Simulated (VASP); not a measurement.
# NaF (Fm-3m) in VASP: further runs

Aim: see how the results for NaF move with the level of theory and the settings. Levels: PBE, LDA. Tasks: single point.

All numbers are computed with VASP 6.6.1; they aren't measurements. Logs are shortened: lines on timing, memory, paths and dates and some standing lists are left out, and cuts for length are marked.

## (1) The cell of the first run

Symmetry: Fm-3m, No. 225, cubic system. The conventional cell has a = 4.594 Å, b = 4.594 Å, c = 4.594 Å, α = 90.00°, β = 90.00°, γ = 90.00°. Within 3.0 Å of Na (site symmetry m-3m) lie 6 F at 2.30 Å. Within 3.0 Å of F (site symmetry m-3m) lie 6 Na at 2.30 Å.

## (2) Single point, PBE

File INCAR:

```
ALGO = Normal
EDIFF = 1E-6
ENCUT = 520
GGA = PE
ISIF = 2
ISMEAR = 0
LASPH = T
LCHARG = F
LREAL = F
LWAVE = F
NBANDS = 14
NELM = 80
PREC = Accurate
SIGMA = 0.01
```

File KPOINTS:

```
k-points
0
Gamma
  6 6 6
```

File POSCAR:

```
NaF
1.0
    0.0000000000      2.2972433055      2.2972433055
    2.2972433055      0.0000000000      2.2972433055
    2.2972433055      2.2972433055      0.0000000000
Na F
1 1
Direct
    0.0000000000      0.0000000000      0.0000000000
    0.5000000000      0.5000000000      0.5000000000
```

Potentials or basis: VASP PAW PBE potentials, release 64 (Na_pv, F).

The run is started by

```sh
> cat potpaw_PBE.64/Na_pv/POTCAR potpaw_PBE.64/F/POTCAR > POTCAR
> mpirun -np 1 vasp_std > vasp.out
```

OUTCAR:

```text
EDIFF = 1E-6
   ENCUT = 520
   GGA = PE
   ISIF = 2
   ISMEAR = 0
   LASPH = T
   LREAL = F
   NELM = 80
   PREC = Accurate

 ion  position               nearest neighbor table
   1  0.000  0.000  0.000-   2 2.30   2 2.30   2 2.30   2 2.30   2 2.30   2 2.30
   2  0.500  0.500  0.500-   1 2.30   1 2.30   1 2.30   1 2.30   1 2.30   1 2.30

  LATTYP: Found a face centered cubic cell.
 ALAT       =     4.5944866110

  Lattice vectors:

 A1 = (   0.0000000000,   2.2972433055,   2.2972433055)
 A2 = (   2.2972433055,   0.0000000000,   2.2972433055)
 A3 = (   2.2972433055,   2.2972433055,   0.0000000000)

Analysis of symmetry for initial positions (statically):
=====================================================================
 Subroutine PRICEL returns:
 Original cell was already a primitive cell.

 Routine SETGRP: Setting up the symmetry group for a
 face centered cubic supercell.

 Subroutine GETGRP returns: Found 48 space group operations
 (whereof 48 operations were pure point group operations)
 out of a pool of 48 trial point group operations.

The static configuration has the point symmetry O_h .

Analysis of symmetry for dynamics (positions and initial velocities):
=====================================================================
 Subroutine PRICEL returns:
 Original cell was already a primitive cell.

 Routine SETGRP: Setting up the symmetry group for a
 face centered cubic supercell.

 Subroutine GETGRP returns: Found 48 space group operations
 (whereof 48 operations were pure point group operations)
 out of a pool of 48 trial point group operations.

The dynamic configuration has the point symmetry O_h .

 Subroutine INISYM returns: Found 48 space group operations
 (whereof 48 operations are pure point group operations),
 and found     1 'primitive' translations

----------------------------------------------------------------------------------------

                                     Primitive cell

  volume of cell :      24.2466

  direct lattice vectors                    reciprocal lattice vectors
     0.000000000  2.297243305  2.297243305    -0.217652174  0.217652174  0.217652174
     2.297243305  0.000000000  2.297243305     0.217652174 -0.217652174  0.217652174
     2.297243305  2.297243305  0.000000000     0.217652174  0.217652174 -0.217652174

  length of vectors
     3.248792639  3.248792639  3.248792639     0.376984624  0.376984624  0.376984624

  position of ions in fractional coordinates (direct lattice)
     0.000000000  0.000000000  0.000000000
     0.500000000  0.500000000  0.500000000

  ion indices of the primitive-cell ions
   primitive index   ion index
                 1           1
                 2           2

----------------------------------------------------------------------------------------

 KPOINTS: k-points

Automatic generation of k-mesh.
 Grid dimensions read from file:
 generate k-points for:    6    6    6

 Generating k-lattice:

  Cartesian coordinates                     Fractional coordinates (reciprocal lattice)
    -0.036275362  0.036275362  0.036275362     0.166666667  0.000000000  0.000000000
     0.036275362 -0.036275362  0.036275362     0.000000000  0.166666667  0.000000000
     0.036275362  0.036275362 -0.036275362     0.000000000  0.000000000  0.166666667

  Length of vectors
     0.062830771  0.062830771  0.062830771

  Shift w.r.t. Gamma in fractional coordinates (k-lattice)
     0.000000000  0.000000000  0.000000000

 Subroutine IBZKPT returns following result:
 ===========================================

 Found     16 irreducible k-points:

 Following reciprocal coordinates:
            Coordinates               Weight
  0.000000  0.000000  0.000000      1.000000
  0.166667  0.000000  0.000000      8.000000
  0.333333  0.000000  0.000000      8.000000
  0.500000  0.000000  0.000000      4.000000
  0.166667  0.166667  0.000000      6.000000
  0.333333  0.166667  0.000000     24.000000
[... 8 lines left out ...]
 -0.333333  0.333333  0.166667     24.000000
 -0.333333  0.500000  0.166667     12.000000
   k-points           NKPTS =     16   k-points in BZ     NKDIM =     16   number of bands    NBANDS=     14
   number of dos      NEDOS =    301   number of ions     NIONS =      2
   total plane-waves  NPLWV =  13824
   dimension x,y,z NGX =    24 NGY =   24 NGZ =   24
   dimension x,y,z NGXF=    48 NGYF=   48 NGZF=   48
   ions per type =               1   1
   NGX,Y,Z   is equivalent  to a cutoff of  12.28, 12.28, 12.28 a.u.
   NGXF,Y,Z  is equivalent  to a cutoff of  24.56, 24.56, 24.56 a.u.
 SYSTEM =  unknown system
   PREC   = accura    normal or accurate (medium, high low for compatibility)
   ISTART =      0    job   : 0-new  1-cont  2-samecut
   ICHARG =      2    charge: 1-file 2-atom 10-const
   ISPIN  =      1    spin polarized calculation?
   LNONCOLLINEAR =      F non collinear calculations
   LSORBIT =      F    spin-orbit coupling
   LASPH  =      T    aspherical Exc in radial PAW
   ENCUT  =  520.0 eV  38.22 Ry    6.18 a.u.   6.04  6.04  6.04*2*pi/ulx,y,z
   NELM   =     80;   NELMIN=  2; NELMDL= -5     # of ELM steps
   EDIFF  = 0.1E-05   stopping-criterion for ELM
   LREAL  =      F    real-space projection
   EDIFFG = 0.1E-04   stopping-criterion for IOM
   NSW    =      0    number of steps for IOM
   IBRION =     -1    ionic relax: 0-MD 1-quasi-New 2-CG
   NFREE  =      0    steps in history (QN), initial steepest desc. (CG)
   ISIF   =      2    stress and relaxation
   ISYM   =      2    0-nonsym 1-usesym 2-fastsym
   POTIM  = 0.5000    time-step for ionic-motion
   TEBEG  =    0.0;   TEEND  =   0.0 temperature during run
   PSTRESS=    0.0 pullay stress
   NELECT =      14.0000    total number of electrons
   NUPDOWN=      -1.0000    fix difference up-down
   EMIN   =  10.00;   EMAX   =-10.00  energy-range for DOS
   EFERMI =   0.00;   METHOD = LEGACY
   ISMEAR =     0;   SIGMA  =   0.01  broadening in eV -4-tet -1-fermi 0-gaus
   EFERMI_NEDOS =   21; number of points for ismear=-14 and -15
   IALGO  =     38    algorithm
   IMIX   =      4    mixing-type and parameters
     AMIX     =   0.40;   BMIX     =  1.00
     AMIX_MAG =   1.60;   BMIX_MAG =  1.00
  volume/ion in A,a.u.               =      12.12        81.81
  Fermi-wavevector in a.u.,A,eV,Ry     =   1.363224  2.576120 25.284786  1.858379
  Thomas-Fermi vector in A             =   2.489645
   LORBIT       =      0    0 simple, 1 ext, 2 COOP (PROOUT), +10 PAW based schemes
   GGA     = PE    functional components
   LHFCALC =     F    Hartree Fock is set to
   AEXX    =    0.0000 exact exchange contribution
   IVDW    =     0    specifies the selected vdW correction
   LEPSILON=     F    determine dielectric tensor
   LRPA    =     F    only Hartree local field effects (RPA)
 non-spin polarized calculation
 Gauss-broadening in eV      SIGMA  =   0.01
  energy-cutoff  :      520.00
  volume of cell :       24.25
 maximum number of plane-waves:       660
   NGX = 13   NGY = 13   NGZ = 13

 number of electron      13.9999992 magnetization

 Free energy of the ion-electron system (eV)
  ---------------------------------------------------
  ext. energy  EPLUGINS =         0.00000000
  ---------------------------------------------------
  free energy    TOTEN  =        -8.54961672 eV

  energy without entropy =       -8.54961672  energy(sigma->0) =       -8.54961672

 E-fermi :  -1.8054     XC(G=0):  -9.2786

 val. band max:       -1.9700707659   @ k =   0.0000   0.0000   0.0000
 cond. band min:       4.4700355081   @ k =   0.0000   0.0000   0.0000
 fundamental gap:      6.4401062740
 Fermi energy:        -1.8053562752

 k-point     1 :       0.0000    0.0000    0.0000
  band No.  band energies     occupation
      1     -21.1878      2.00000
      2     -20.8410      2.00000
      3     -20.8410      2.00000
      4     -20.8410      2.00000
      5      -1.9701      2.00000
      6      -1.9701      2.00000
      7      -1.9701      2.00000
      8       4.4700      0.00000
      9      17.1905      0.00000
     10      17.1905      0.00000
     11      17.1905      0.00000
     12      20.1056      0.00000
     13      22.3124      0.00000
     14      22.3124      0.00000

 k-point     2 :       0.1667    0.0000    0.0000
  band No.  band energies     occupation
      1     -21.4489      2.00000
      2     -20.8442      2.00000
      3     -20.8442      2.00000
      4     -20.5430      2.00000
      5      -2.4716      2.00000
      6      -2.0383      2.00000
      7      -2.0383      2.00000
      8       5.4134      0.00000
      9      14.7020      0.00000
     10      17.6127      0.00000
     11      17.6127      0.00000
     12      21.4917      0.00000
     13      21.4917      0.00000
     14      22.6211      0.00000

 k-point     3 :       0.3333    0.0000    0.0000
  band No.  band energies     occupation
      1     -21.7067      2.00000
      2     -20.8507      2.00000
      3     -20.8507      2.00000
      4     -20.2096      2.00000
      5      -3.2732      2.00000
      6      -2.1720      2.00000
      7      -2.1720      2.00000
      8       7.4217      0.00000
      9      12.2005      0.00000
     10      18.2872      0.00000
     11      18.2872      0.00000
     12      21.0165      0.00000
     13      21.0165      0.00000
     14      22.4708      0.00000
[... 188 lines left out ...]
 k-point    15 :      -0.3333    0.3333    0.1667
  band No.  band energies     occupation
      1     -21.5207      2.00000
      2     -20.9232      2.00000
      3     -20.8974      2.00000
      4     -20.3085      2.00000
      5      -3.1406      2.00000
      6      -2.7220      2.00000
      7      -2.3989      2.00000
      8      10.6087      0.00000
      9      11.1342      0.00000
     10      14.4612      0.00000
     11      16.3373      0.00000
     12      20.9827      0.00000
     13      21.6942      0.00000
     14      26.3495      0.00000

 k-point    16 :      -0.3333    0.5000    0.1667
  band No.  band energies     occupation
      1     -21.3186      2.00000
      2     -20.9700      2.00000
      3     -20.9223      2.00000
      4     -20.4699      2.00000
      5      -3.0833      2.00000
      6      -2.6382      2.00000
      7      -2.5206      2.00000
      8      11.4114      0.00000
      9      11.4268      0.00000
     10      12.8916      0.00000
     11      16.0628      0.00000
     12      19.8172      0.00000
     13      24.4119      0.00000
     14      24.4793      0.00000

------------------------ aborting loop because EDIFF is reached ----------------------------------------

  FORCE on cell =-STRESS in cart. coord.  units (eV):
  Direction    XX          YY          ZZ          XY          YZ          ZX
  --------------------------------------------------------------------------------------
  -------------------------------------------------------------------------------------
  Total        0.5290388      0.5290388      0.5290388      0.0000000     -0.0000000      0.0000000
  in kB       34.9580445     34.9580445     34.9580445      0.0000000     -0.0000000      0.0000000
  external PRESSURE =      34.9580445 kB  Pullay stress =       0.0000000 kB

 VOLUME and BASIS-vectors are now :
 -----------------------------------------------------------------------------
  energy-cutoff  :      520.00
  volume of cell :       24.25
      direct lattice vectors                 reciprocal lattice vectors
     0.000000000  2.297243305  2.297243305    -0.217652174  0.217652174  0.217652174
     2.297243305  0.000000000  2.297243305     0.217652174 -0.217652174  0.217652174
     2.297243305  2.297243305  0.000000000     0.217652174  0.217652174 -0.217652174

 POSITION                                       TOTAL-FORCE (eV/Angst)
 -----------------------------------------------------------------------------------
      0.00000      0.00000      0.00000         0.000000      0.000000     -0.000000
      2.29724      2.29724      2.29724        -0.000000      0.000000      0.000000
 -----------------------------------------------------------------------------------
    total drift:                                0.000000     -0.000000      0.000000

  FREE ENERGIE OF THE ION-ELECTRON SYSTEM (eV)
  ---------------------------------------------------
  free  energy   TOTEN  =        -8.5496167233 eV

  energy  without entropy=       -8.5496167233  energy(sigma->0) =       -8.54961672
```

Run time: 4.6 s. Hardware: 1 thread of Intel Xeon 6975P-C, shared host; peak memory 0.13 GiB.

Results:

| Property | Result |
| --- | --- |
| Free energy | -8.5496 eV |
| Pressure | 3.5 GPa |
| Band gap on the k mesh | 6.44 eV, direct |

Expect the measured gap to be larger: semilocal functionals such as PBE lack the derivative discontinuity.

## (3) Single point, LDA

This run uses another cell than the first one, of 11.41 Å³/atom, 0.941 times its volume.

File INCAR:

```
ALGO = Normal
EDIFF = 1E-6
ENCUT = 520
GGA = CA
ISIF = 2
ISMEAR = -1
LASPH = True
LCHARG = False
LREAL = False
LWAVE = False
NBANDS = 14
NELM = 100
PREC = Accurate
SIGMA = 0.02
```

File KPOINTS:

```
k-points
0
Gamma
  8 8 8
```

File POSCAR:

```
NaF
1.0
    0.0000000000      2.2513966746      2.2513966746
    2.2513966746      0.0000000000      2.2513966746
    2.2513966746      2.2513966746      0.0000000000
Na F
1 1
Direct
    0.0000000000      0.0000000000      0.0000000000
    0.5000000000      0.5000000000      0.5000000000
```

Potentials or basis: VASP PAW LDA potentials, release 64 (Na_pv, F).

The run is started by

```sh
> cat potpaw_LDA.64/Na_pv/POTCAR potpaw_LDA.64/F/POTCAR > POTCAR
> mpirun -np 1 vasp_std > vasp.out
```

Wall time 5.1 s (1 thread of Intel Xeon 6975P-C, shared host); peak memory 0.12 GiB.

The run converged. Its results:

* Free energy: -9.3326 eV
* Pressure: 0.0 GPa
* Band gap on the k mesh: 6.44 eV, direct

Levels at points of the mesh, in eV from the valence-band top:
```csv
k point,band 4,band 5,band 6,band 7,band 8,band 9,band 10,band 11
"(0.00, 0.00, 0.00)",-18.52,0.00,0.00,0.00,6.44,19.13,19.13,19.13
"(0.50, 0.00, 0.00)",-17.60,-1.87,-0.32,-0.32,10.91,12.83,20.60,20.60
"(0.50, 0.50, 0.00)",-18.58,-1.47,-0.46,-0.46,13.11,13.47,14.10,20.45
```
